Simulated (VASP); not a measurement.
V, 2 atoms in the cell. It takes space group P6_3/mmc (No. 194, hexagonal). The conventional cell has a = 2.694 Å, b = 2.694 Å, c = 4.399 Å, α = 90.00°, β = 90.00°, γ = 120.00°. V (site symmetry -6m2) has 12 V at 2.69 Å within 3.6 Å. 

```yaml
Program: VASP 6.6.1
Task: relaxation of cell and atoms
Functional: revPBE
Potentials_or_basis: VASP PAW PBE potentials, release 64 (V_sv)
Cutoff: 600 eV
k_mesh: 13 × 13 × 7
Occupations: fermi-dirac, width 0.1 eV
Spin: no spin polarisation
Dipole_correction: no
Further_INCAR_settings: ALGO = Normal; EDIFF = 1e-07; IBRION = 2; EDIFFG = -0.01; NSW = 80; ISIF = 3
```

Potentials or basis: VASP PAW PBE potentials, release 64 (V_sv).

Launch:

```sh
$ cat potpaw_PBE.64/V_sv/POTCAR > POTCAR
$ mpirun -np 1 vasp_std > vasp.out
```

Hardware: 1 thread of AMD EPYC 7R43 64-Core Processor (Zen 3) (shared host).

Question: How long does it take, and how much memory?

Answer: Wall time 6.5 min on 1 thread of AMD EPYC 7R43 64-Core Processor (Zen 3), on a shared host, peak memory 0.15 GiB. Counts: scf iterations 75, k points 84, ion steps 8.
